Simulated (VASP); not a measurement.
Ir:

```
Ir
1.0
     0.00000    1.91970    1.91970
     1.91970    0.00000    1.91970
     1.91970    1.91970    0.00000
Ir
1
Direct
  0.00000 0.00000 0.00000
```

| Quantity | Value |
| --- | --- |
| Program | VASP 6.6.1 |
| Task | relaxation of cell and atoms |
| Functional | LDA |
| Potentials or basis | VASP PAW LDA potentials, release 64 (Ir) |
| Cutoff | 600 eV |
| k mesh | 23 × 23 × 23 |
| Occupations | fermi-dirac, width 0.05 eV |
| Spin | no spin polarisation |

At the start: pressure -6.1 GPa; volume 14.15 Å³/atom.

**Question.** How do energy, volume and symmetry change on relaxing?

**Answer.** Over 4 steps the energy falls by 4.3 meV/atom and the volume is 13.93 Å³/atom (-1.6 %); space group Fm-3m (No. 225, to 0.1 Å) before and after.

Step by step:
```tsv
step	energy change (eV)	largest force (eV/Å)	pressure (GPa)	volume (Å³)
1	0.0000	0.0000	-6.13	14.15
2	0.0715	0.0000	30.18	13.07
3	-0.0043	0.0000	-0.18	13.93
4	-0.0043	0.0000	-0.02	13.93
```

Final structure:
```xyz
1
Lattice="0.0000 1.9097 1.9097 1.9097 0.0000 1.9097 1.9097 1.9097 0.0000" Properties=species:S:1:pos:R:3 pbc="T T T"
Ir    0.0000    1.9097    1.9097
```
